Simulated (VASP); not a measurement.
Wanted: the native input for a VASP 6.6.1 run.

| Property | Result |
| --- | --- |
| Task | single point |
| Functional | PBE |
| Potentials or basis | VASP PAW PBE potentials, release 64 (Al, As) |
| Cutoff | 500 eV |
| k mesh | 4 × 4 × 4 |
| Occupations | gaussian, width 0.01 eV |
| Spin | no spin polarisation |
| Dipole correction | no |
| Further INCAR settings | ALGO = Normal; EDIFF = 1e-06; NBANDS = 11 |

The structure of AlAs lies in POSCAR:

```
AlAs
1.0
    0.0000000000      2.8389251756      2.8389251756
    2.8389251756      0.0000000000      2.8389251756
    2.8389251756      2.8389251756      0.0000000000
Al As
1 1
Direct
    0.0000000000      0.0000000000      0.0000000000
    0.2500000000      0.2500000000      0.2500000000
```

One way to write it, as run:

INCAR

```
SYSTEM = AlAs
ALGO = Normal ; EDIFF = 1E-6
ENCUT = 500 ; GGA = PE
GGA_COMPAT = .FALSE. ; ISIF = 2
ISMEAR = 0 ; LASPH = .TRUE.
LCHARG = .FALSE. ; LREAL = .FALSE.
LWAVE = .FALSE. ; NBANDS = 11
NELM = 120 ; PREC = Accurate
SIGMA = 0.01
```

KPOINTS

```
k-points
0
G
  4 4 4
  0 0 0
```

Potentials or basis: VASP PAW PBE potentials, release 64 (Al, As).

Run with:

```console
$ cat potpaw_PBE.64/Al/POTCAR potpaw_PBE.64/As/POTCAR > POTCAR
$ mpirun -np 1 vasp_std > vasp.out
```

Results of the run:

```json
{
  "Pressure": "2.4 GPa",
  "Band gap on the k mesh": "1.43 eV, indirect (least direct gap 1.98 eV)"
}
```

Caveat: the k points lie up to 0.48 Å⁻¹ apart.

Wall time 6.6 s on 1 thread of AMD EPYC 9R45 (Zen 5), with other jobs on the host, peak memory 0.12 GiB.
